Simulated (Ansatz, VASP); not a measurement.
## One calculation of SnO, two programs

```xyz
8
Lattice="3.8202 0.0003 0.0000 -0.0003 3.8202 0.0000 0.0000 0.0000 22.2261" Properties=species:S:1:pos:R:3 pbc="T T T"
Sn    3.8196    3.8202    4.5000
Sn    1.9097    1.9100    6.8630
Sn    1.9097    2.3875   10.8630
Sn   -0.0002    0.4773   13.2261
O     3.8198    1.9102    5.6815
O     1.9096    3.8201    5.6815
O     1.9098    0.4775   12.0446
O    -0.0004    2.3874   12.0446
```

Alike in both runs: task single point; functional PBE; dispersion D3(BJ); k mesh 7 × 7 × 1; occupations gaussian, width 0.05 eV; no spin polarisation.

```csv
,VASP,Ansatz
version,VASP 6.6.1,Ansatz 0.2.0
potentials or method,"VASP PAW PBE potentials, release 64 (Sn_d, O), cutoff 520 eV","scalar-relativistic, plane waves, PAW"
valence electrons in the cell,80,80
```

```tsv
	VASP	Ansatz	Ansatz less VASP
gap on the k mesh at the Fermi level (eV)	2.23	2.24	+0.007
least direct gap on the mesh (eV)	2.47	2.48	+0.010
rms of the force components (eV/Å)	0.032	0.045	+0.0137
```

Ansatz's warnings: structure snapped to symmetry.
